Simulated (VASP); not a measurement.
Write the native input for VASP 6.6.1 that does the following.

* Task: single point
* Functional: PBEsol
* Potentials or basis: VASP PAW PBE potentials, release 64 (Co, O)
* Cutoff: 520 eV
* k mesh: 16 × 16 × 16
* Occupations: gaussian, width 0.1 eV
* Spin: collinear spin, ferromagnetic start
* Starting moments: [3.0, 0.0] μB
* Dipole correction: no
* Further INCAR settings: ALGO = Normal; EDIFF = 1e-06; NBANDS = 18

The structure of CoO lies in POSCAR:

```
CoO
1.0
    2.5724609762      0.0000000000      0.0000000000
    0.0000000000      2.5724609762      0.0000000000
    0.0000000000      0.0000000000      2.5724609762
Co O
1 1
Direct
    0.0000000000      0.0000000000      0.0000000000
    0.5000000000      0.5000000000      0.5000000000
```

The input as run:

INCAR

```
ALGO     = Normal         # electronic algorithm
EDIFF    = 1E-6           # SCF threshold, eV
ENCUT    = 520            # plane-wave cutoff, eV
GGA      = PS             # functional
ISIF     = 2              # what is computed and relaxed
ISMEAR   = 0              # smearing method
ISPIN    = 2              # spin polarisation
LASPH    = True           # aspherical terms in the spheres
LCHARG   = True           # write CHGCAR
LELF     = True           # ELF
LMAXMIX  = 4              # l up to which the mixer works
LORBIT   = 11             # projections on sites
LREAL    = False          # projectors in reciprocal space
LVHAR    = True         
LWAVE    = False          # write WAVECAR
MAGMOM   = 3 0            # initial moments
NBANDS   = 18             # bands
NELM     = 150            # most SCF steps
PREC     = Accurate       # precision mode
SIGMA    = 0.1            # smearing width, eV
```

KPOINTS

```
k-points
0
Gamma
  16 16 16
```

Potentials or basis: VASP PAW PBE potentials, release 64 (Co, O).

The run is started by

```sh
$ cat potpaw_PBE.64/Co/POTCAR potpaw_PBE.64/O/POTCAR > POTCAR
$ mpirun -np 1 vasp_std > vasp.out
```

Results of the run:

```yaml
Pressure: -0.4 GPa
Band_gap_on_the_k_mesh: zero (filled and empty bands overlap)
Net_moment: 3.00 μB per cell
Site_moments: Co +2.48; O +0.46 μB
Valence_electrons_inside_the_program's_atomic_spheres: Co 7.90; O 4.92
```

Caveat: the PAW data sets were made with another functional, which shifts forces and pressure a little; a cell with one magnetic atom can't hold antiferromagnetic order, which such compounds often take; semilocal functionals often make such compounds metallic where correlation or magnetic order opens a gap, which also shifts bond lengths.

Run time: 92 s on 1 thread of Intel(R) Xeon(R) 6975P-C (Granite Rapids) (shared host), peak memory 0.19 GiB.
